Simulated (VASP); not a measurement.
# Pd (Im-3m) in VASP: a series of runs

The runs below take Pd through single point, with PBEsol.

All numbers are computed with VASP 6.6.1; they aren't measurements. Logs are shortened: lines on timing, memory, paths and dates and some standing lists are left out, and cuts for length are marked.

### Step 1. The cell of the first run

The structure is cubic, space group Im-3m (No. 229). Conventional cell: a = 3.145 Å, b = 3.145 Å, c = 3.145 Å, α = 90.00°, β = 90.00°, γ = 90.00°. Within 3.6 Å of Pd (site symmetry m-3m) lie 14 Pd at 2.72 to 3.14 Å.

### Step 2. Single point, PBEsol

File INCAR:

```
SYSTEM = Pd
PREC = Accurate ; ENCUT = 520
EDIFF = 1E-7 ; ISMEAR = 0
SIGMA = 0.15 ; LREAL = .False.
LASPH = .True. ; NELM = 60
ALGO = Fast ; ISIF = 2
LWAVE = .False. ; LCHARG = .True.
GGA = PS ; LELF = .True.
LVHAR = .True. ; NBANDS = 11
```

File KPOINTS:

```
regular mesh
0
Gamma
  22 22 22
  0 0 0
```

File POSCAR:

```
Pd
1.0
   -1.5722810000      1.5722810000      1.5722810000
    1.5722810000     -1.5722810000      1.5722810000
    1.5722810000      1.5722810000     -1.5722810000
Pd
1
Direct
    0.0000000000      0.0000000000      0.0000000000
```

Potentials or basis: VASP PAW PBE potentials, release 64 (Pd).

Command:

```
> cat potpaw_PBE.64/Pd/POTCAR > POTCAR
> mpirun -np 1 vasp_std > vasp.out
```

OUTCAR:

```text
SYSTEM = Pd
   PREC = Accurate
   ENCUT = 520
   EDIFF = 1E-7
   ISMEAR = 0
   LREAL = .False.
   LASPH = .True.
   NELM = 60
   ISIF = 2
   GGA = PS

 ion  position               nearest neighbor table
   1  0.000  0.000  0.000-

  LATTYP: Found a body centered cubic cell.
 ALAT       =     3.1445620000

  Lattice vectors:

 A1 = (  -1.5722810000,   1.5722810000,   1.5722810000)
 A2 = (   1.5722810000,  -1.5722810000,   1.5722810000)
 A3 = (   1.5722810000,   1.5722810000,  -1.5722810000)

Analysis of symmetry for initial positions (statically):
=====================================================================
 Subroutine PRICEL returns:
 Original cell was already a primitive cell.

 Routine SETGRP: Setting up the symmetry group for a
 body centered cubic supercell.

 Subroutine GETGRP returns: Found 48 space group operations
 (whereof 48 operations were pure point group operations)
 out of a pool of 48 trial point group operations.

The static configuration has the point symmetry O_h .

Analysis of symmetry for dynamics (positions and initial velocities):
=====================================================================
 Subroutine PRICEL returns:
 Original cell was already a primitive cell.

 Routine SETGRP: Setting up the symmetry group for a
 body centered cubic supercell.

 Subroutine GETGRP returns: Found 48 space group operations
 (whereof 48 operations were pure point group operations)
 out of a pool of 48 trial point group operations.

The dynamic configuration has the point symmetry O_h .

 Subroutine INISYM returns: Found 48 space group operations
 (whereof 48 operations are pure point group operations),
 and found     1 'primitive' translations

----------------------------------------------------------------------------------------

                                     Primitive cell

  volume of cell :      15.5471

  direct lattice vectors                    reciprocal lattice vectors
    -1.572281000  1.572281000  1.572281000     0.000000000  0.318009313  0.318009313
     1.572281000 -1.572281000  1.572281000     0.318009313  0.000000000  0.318009313
     1.572281000  1.572281000 -1.572281000     0.318009313  0.318009313  0.000000000

  length of vectors
     2.723270576  2.723270576  2.723270576     0.449733083  0.449733083  0.449733083

  position of ions in fractional coordinates (direct lattice)
     0.000000000  0.000000000  0.000000000

  ion indices of the primitive-cell ions
   primitive index   ion index
                 1           1

----------------------------------------------------------------------------------------

 KPOINTS: regular mesh

Automatic generation of k-mesh.
 Grid dimensions read from file:
 generate k-points for:   22   22   22

 Generating k-lattice:

  Cartesian coordinates                     Fractional coordinates (reciprocal lattice)
     0.000000000  0.014454969  0.014454969     0.045454545  0.000000000  0.000000000
     0.014454969  0.000000000  0.014454969     0.000000000  0.045454545  0.000000000
     0.014454969  0.014454969  0.000000000     0.000000000  0.000000000  0.045454545

  Length of vectors
     0.020442413  0.020442413  0.020442413

  Shift w.r.t. Gamma in fractional coordinates (k-lattice)
     0.000000000  0.000000000  0.000000000

 Subroutine IBZKPT returns following result:
 ===========================================

 Found    328 irreducible k-points:

 Following reciprocal coordinates:
            Coordinates               Weight
  0.000000  0.000000  0.000000      1.000000
  0.045455  0.000000  0.000000     12.000000
  0.090909  0.000000  0.000000     12.000000
  0.136364  0.000000  0.000000     12.000000
  0.181818  0.000000  0.000000     12.000000
  0.227273  0.000000  0.000000     12.000000
[... 16 lines left out ...]
  0.090909  0.090909  0.000000     24.000000
  0.136364  0.090909 -0.000000     48.000000
 [... further k-points ...]
   k-points           NKPTS =    328   k-points in BZ     NKDIM =    328   number of bands    NBANDS=     11
   number of dos      NEDOS =    301   number of ions     NIONS =      1
   total plane-waves  NPLWV =   8000
   dimension x,y,z NGX =    20 NGY =   20 NGZ =   20
   dimension x,y,z NGXF=    40 NGYF=   40 NGZF=   40
   ions per type =               1
   NGX,Y,Z   is equivalent  to a cutoff of  12.21, 12.21, 12.21 a.u.
   NGXF,Y,Z  is equivalent  to a cutoff of  24.42, 24.42, 24.42 a.u.
 SYSTEM =  Pd
   PREC   = accura    normal or accurate (medium, high low for compatibility)
   ISTART =      0    job   : 0-new  1-cont  2-samecut
   ICHARG =      2    charge: 1-file 2-atom 10-const
   ISPIN  =      1    spin polarized calculation?
   LNONCOLLINEAR =      F non collinear calculations
   LSORBIT =      F    spin-orbit coupling
   LASPH  =      T    aspherical Exc in radial PAW
   ENCUT  =  520.0 eV  38.22 Ry    6.18 a.u.   5.06  5.06  5.06*2*pi/ulx,y,z
   NELM   =     60;   NELMIN=  2; NELMDL= -5     # of ELM steps
   EDIFF  = 0.1E-06   stopping-criterion for ELM
   LREAL  =      F    real-space projection
   EDIFFG = 0.1E-05   stopping-criterion for IOM
   NSW    =      0    number of steps for IOM
   IBRION =     -1    ionic relax: 0-MD 1-quasi-New 2-CG
   NFREE  =      0    steps in history (QN), initial steepest desc. (CG)
   ISIF   =      2    stress and relaxation
   ISYM   =      2    0-nonsym 1-usesym 2-fastsym
   POTIM  = 0.5000    time-step for ionic-motion
   TEBEG  =    0.0;   TEEND  =   0.0 temperature during run
   PSTRESS=    0.0 pullay stress
   NELECT =      10.0000    total number of electrons
   NUPDOWN=      -1.0000    fix difference up-down
   EMIN   =  10.00;   EMAX   =-10.00  energy-range for DOS
   EFERMI =   0.00;   METHOD = LEGACY
   ISMEAR =     0;   SIGMA  =   0.15  broadening in eV -4-tet -1-fermi 0-gaus
   EFERMI_NEDOS =   21; number of points for ismear=-14 and -15
   IALGO  =     68    algorithm
   IMIX   =      4    mixing-type and parameters
     AMIX     =   0.40;   BMIX     =  1.00
     AMIX_MAG =   1.60;   BMIX_MAG =  1.00
  volume/ion in A,a.u.               =      15.55       104.92
  Fermi-wavevector in a.u.,A,eV,Ry     =   1.413160  2.670485 27.171123  1.997021
  Thomas-Fermi vector in A             =   2.534834
   LORBIT       =      0    0 simple, 1 ext, 2 COOP (PROOUT), +10 PAW based schemes
   GGA     = PS    functional components
   LHFCALC =     F    Hartree Fock is set to
   AEXX    =    0.0000 exact exchange contribution
   IVDW    =     0    specifies the selected vdW correction
   LEPSILON=     F    determine dielectric tensor
   LRPA    =     F    only Hartree local field effects (RPA)
 non-spin polarized calculation
 RMM-DIIS sequential band-by-band and
 Gauss-broadening in eV      SIGMA  =   0.15
  energy-cutoff  :      520.00
  volume of cell :       15.55
 maximum number of plane-waves:       431
   NGX = 11   NGY = 11   NGZ = 11

 number of electron      10.0000005 magnetization

 Free energy of the ion-electron system (eV)
  ---------------------------------------------------
  ext. energy  EPLUGINS =         0.00000000
  ---------------------------------------------------
  free energy    TOTEN  =        -5.88275919 eV

  energy without entropy =       -5.86661883  energy(sigma->0) =       -5.87468901

 E-fermi :   8.7478     XC(G=0): -13.0507

 val. band max:        8.7477158841   @ k =  -0.4091  -0.4545   0.1818
 cond. band min:       8.7539023587   @ k =   0.2273   0.0909   0.0455
 fundamental gap:      0.0061864746
 Fermi energy:         8.7478453993

 k-point     1 :       0.0000    0.0000    0.0000
  band No.  band energies     occupation
      1       1.9272      2.00000
      2       6.0138      2.00000
      3       6.0138      2.00000
      4       6.0138      2.00000
      5       7.8842      2.00000
      6       7.8842      2.00000
      7      27.9590      0.00000
      8      27.9590      0.00000
      9      27.9590      0.00000
     10      35.9786      0.00000
     11      35.9793      0.00000

 k-point     2 :       0.0455    0.0000    0.0000
  band No.  band energies     occupation
      1       2.0036      2.00000
      2       5.9886      2.00000
      3       6.0151      2.00000
      4       6.0667      2.00000
      5       7.8540      2.00000
      6       7.8860      2.00000
      7      27.9038      0.00000
      8      27.9708      0.00000
      9      28.0472      0.00000
     10      34.9823      0.00000
     11      35.5082      0.00000

 k-point     3 :       0.0909    0.0000    0.0000
  band No.  band energies     occupation
      1       2.2276      2.00000
      2       5.9158      2.00000
      3       6.0173      2.00000
      4       6.2232      2.00000
      5       7.7751      2.00000
      6       7.8918      2.00000
      7      27.6741      0.00000
      8      27.9608      0.00000
      9      28.3051      0.00000
     10      33.8403      0.00000
     11      34.4226      0.00000

 k-point     4 :       0.1364    0.0000    0.0000
  band No.  band energies     occupation
      1       2.5819      2.00000
      2       5.8032      2.00000
      3       6.0201      2.00000
      4       6.4771      2.00000
      5       7.6786      2.00000
      6       7.9027      2.00000
      7      27.1002      0.00000
      8      27.7990      0.00000
      9      28.7134      0.00000
     10      33.1139      0.00000
     11      33.4228      0.00000

 k-point     5 :       0.1818    0.0000    0.0000
  band No.  band energies     occupation
      1       3.0275      2.00000
      2       5.6620      2.00000
      3       6.0408      2.00000
      4       6.8172      2.00000
      5       7.6024      2.00000
      6       7.9199      2.00000
      7      26.0432      0.00000
      8      27.3590      0.00000
      9      29.2405      0.00000
     10      32.8230      0.00000
     11      32.9716      0.00000
[... 211 lines left out ...]
 k-point    21 :       0.4091    0.0455    0.0000
  band No.  band energies     occupation
      1       3.9000      2.00000
      2       4.9572      2.00000
      3       7.7430      2.00000
      4       7.9935      2.00000
      5       8.7675      0.85278
      6       9.9118      0.00000
      7      17.2408      0.00000
      8      23.8711      0.00000
      9      26.1338      0.00000
     10      32.1951      0.00000
     11      33.7465      0.00000

 k-point    22 :       0.4545    0.0455   -0.0000
  band No.  band energies     occupation
      1       3.8589      2.00000
      2       4.9173      2.00000
      3       7.7919      2.00000
      4       8.0113      2.00000
      5       9.0170      0.01116
      6      10.4743      0.00000
      7      16.3549      0.00000
      8      23.6795      0.00000
      9      25.7896      0.00000
     10      32.3684      0.00000
     11      33.9070      0.00000

 k-point    23 :       0.0909    0.0909    0.0000
  band No.  band energies     occupation
      1       2.7880      2.00000
      2       5.8097      2.00000
      3       5.8997      2.00000
      4       6.6792      2.00000
      5       7.6069      2.00000
      6       7.9363      2.00000
      7      26.9189      0.00000
      8      27.5816      0.00000
      9      28.7278      0.00000
     10      32.0361      0.00000
     11      33.0354      0.00000

 k-point    24 :       0.1364    0.0909   -0.0000
  band No.  band energies     occupation
      1       3.2235      2.00000
      2       5.6917      2.00000
      3       5.8598      2.00000
      4       7.0593      2.00000
      5       7.5255      2.00000
      6       7.9773      2.00000
      7      26.0653      0.00000
      8      26.8579      0.00000
      9      29.1307      0.00000
     10      30.8071      0.00000
     11      32.9714      0.00000

 [... further k-points ...]

------------------------ aborting loop because EDIFF is reached ----------------------------------------

  FORCE on cell =-STRESS in cart. coord.  units (eV):
  Direction    XX          YY          ZZ          XY          YZ          ZX
  --------------------------------------------------------------------------------------
  -------------------------------------------------------------------------------------
  Total       -0.9797463     -0.9797463     -0.9797463      0.0000000     -0.0000000      0.0000000
  in kB     -100.9656679   -100.9656679   -100.9656679      0.0000000     -0.0000000      0.0000000
  external PRESSURE =    -100.9656679 kB  Pullay stress =       0.0000000 kB

 VOLUME and BASIS-vectors are now :
 -----------------------------------------------------------------------------
  energy-cutoff  :      520.00
  volume of cell :       15.55
      direct lattice vectors                 reciprocal lattice vectors
    -1.572281000  1.572281000  1.572281000     0.000000000  0.318009313  0.318009313
     1.572281000 -1.572281000  1.572281000     0.318009313  0.000000000  0.318009313
     1.572281000  1.572281000 -1.572281000     0.318009313  0.318009313  0.000000000

 POSITION                                       TOTAL-FORCE (eV/Angst)
 -----------------------------------------------------------------------------------
      0.00000      0.00000      0.00000         0.000000     -0.000000     -0.000000
 -----------------------------------------------------------------------------------
    total drift:                                0.000000      0.000000      0.000000

  FREE ENERGIE OF THE ION-ELECTRON SYSTEM (eV)
  ---------------------------------------------------
  free  energy   TOTEN  =        -5.8827591892 eV

  energy  without entropy=       -5.8666188284  energy(sigma->0) =       -5.87468901
```

Run time: 27 s. Hardware: 1 thread of Intel Xeon Platinum 8488C (Sapphire Rapids), shared host; peak memory 0.17 GiB.

What came out:

```yaml
Free_energy: -5.8828 eV
Pressure: -10.1 GPa
Band_gap_on_the_k_mesh: zero (band 5 reaches 9.31 eV, above the bottom of band 6 at 7.78 eV)
```

Caveat: the PAW data sets were made with another functional, which shifts forces and pressure a little.

### Step 3. Single point, PBEsol

File INCAR:

```
SYSTEM = Pd
  ALGO = Normal
  EDIFF = 1E-7
  ENCUT = 520
  GGA = PS
  ISIF = 2
  ISMEAR = 0
  LASPH = .True.
  LCHARG = .True.
  LELF = .True.
  LREAL = .False.
  LVHAR = .True.
  LWAVE = .False.
  NBANDS = 11
  NELM = 100
  PREC = Accurate
  SIGMA = 0.15
```

File KPOINTS:

```
k-points
0
Gamma
  24 24 24
  0 0 0
```

POSCAR is that of step 2.

Potentials or basis: VASP PAW PBE potentials, release 64 (Pd).

Command:

```
> cat potpaw_PBE.64/Pd/POTCAR > POTCAR
> mpirun -np 1 vasp_std > vasp.out
```

OUTCAR:

```text
SYSTEM = Pd
   EDIFF = 1E-7
   ENCUT = 520
   GGA = PS
   ISIF = 2
   ISMEAR = 0
   LASPH = .True.
   LREAL = .False.
   NELM = 100
   PREC = Accurate

 ion  position               nearest neighbor table
   1  0.000  0.000  0.000-

  LATTYP: Found a body centered cubic cell.
 ALAT       =     3.1445620000

  Lattice vectors:

 A1 = (  -1.5722810000,   1.5722810000,   1.5722810000)
 A2 = (   1.5722810000,  -1.5722810000,   1.5722810000)
[... 506 lines left out ...]
      2       4.9149      2.00000
      3       7.7951      2.00000
      4       8.0265      2.00000
      5       9.0532      0.00457
      6      10.4359      0.00000
      7      16.3356      0.00000
      8      23.6855      0.00000
      9      25.8213      0.00000
     10      32.3677      0.00000
     11      33.8393      0.00000

 [... further k-points ...]
[... 5 lines left out ...]
  --------------------------------------------------------------------------------------
  -------------------------------------------------------------------------------------
  Total       -0.9838457     -0.9838457     -0.9838457     -0.0000000     -0.0000000      0.0000000
  in kB     -101.3881233   -101.3881233   -101.3881233     -0.0000000     -0.0000000      0.0000000
  external PRESSURE =    -101.3881233 kB  Pullay stress =       0.0000000 kB

 VOLUME and BASIS-vectors are now :
 -----------------------------------------------------------------------------
  energy-cutoff  :      520.00
  volume of cell :       15.55
      direct lattice vectors                 reciprocal lattice vectors
    -1.572281000  1.572281000  1.572281000     0.000000000  0.318009313  0.318009313
     1.572281000 -1.572281000  1.572281000     0.318009313  0.000000000  0.318009313
     1.572281000  1.572281000 -1.572281000     0.318009313  0.318009313  0.000000000

 POSITION                                       TOTAL-FORCE (eV/Angst)
 -----------------------------------------------------------------------------------
      0.00000      0.00000      0.00000        -0.000000      0.000000      0.000000
 -----------------------------------------------------------------------------------
    total drift:                                0.000000     -0.000000      0.000000

  FREE ENERGIE OF THE ION-ELECTRON SYSTEM (eV)
  ---------------------------------------------------
  free  energy   TOTEN  =        -5.8839254204 eV

  energy  without entropy=       -5.8686409696  energy(sigma->0) =       -5.87628319
```

stdout:

```text
POSCAR found type information on POSCAR Pd
 POSCAR found :  1 types and       1 ions
 scaLAPACK will be used
 -----------------------------------------------------------------------------
|                                                                             |
|                                                                             |
|     You enforced a specific xc type in the INCAR file but a different       |
|     I HOPE YOU KNOW WHAT YOU ARE DOING!                                     |
|                                                                             |
 -----------------------------------------------------------------------------

 LDA part: xc-table for (Slater+PW92), standard interpolation
 POSCAR, INCAR and KPOINTS ok, starting setup
 FFT: planning ... GRIDC
 FFT: planning ... GRID_SOFT
 FFT: planning ... GRID
 WAVECAR not read
 entering main loop
```

Run time: 29 s. Hardware: 1 thread of Intel Xeon Platinum 8488C (Sapphire Rapids), shared host; peak memory 0.18 GiB.

Results:

```yaml
Free_energy: -5.8839 eV
Pressure: -10.1 GPa
Band_gap_on_the_k_mesh: zero (band 5 reaches 9.31 eV, above the bottom of band 6 at 7.78 eV)
```

Caveat: the PAW data sets were made with another functional, which shifts forces and pressure a little.
